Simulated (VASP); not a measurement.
## CdS: single point with PBE

CdS:

```
CELL_PARAMETERS angstrom
0.00000 2.75324 2.75324
2.75324 0.00000 2.75324
2.75324 2.75324 0.00000
ATOMIC_POSITIONS crystal
Cd 0.00000 0.00000 0.00000
S 0.50000 0.50000 0.50000
```

* Program: VASP 6.6.1
* Task: single point
* Functional: PBE
* Potentials or basis: VASP PAW PBE potentials, release 64 (Cd, S)
* Cutoff: 500 eV
* k mesh: 3 × 3 × 3
* Occupations: fermi-dirac, width 0.04 eV
* Spin: no spin polarisation
* Dipole correction: no
* Further INCAR settings: ALGO = Normal; EDIFF = 1e-06; NBANDS = 16

- Pressure: 1.2 GPa
- Band gap on the k mesh: 0.96 eV, indirect (least direct gap 1.45 eV)

Levels at points of the mesh, in eV from the valence-band top:
| k point | band 6 | band 7 | band 8 | band 9 | band 10 | band 11 | band 12 | band 13 |
| --- | --- | --- | --- | --- | --- | --- | --- | --- |
| (0.00, 0.00, 0.00) | -7.56 | -0.49 | -0.49 | -0.49 | 0.96 | 9.35 | 9.35 | 9.35 |

It took 5.2 s on 1 thread of Intel Xeon 6975P-C, with other jobs on the host, peak memory 0.15 GiB.

Caveat: the k points lie up to 0.66 Å⁻¹ apart. A k mesh can miss the band edges.
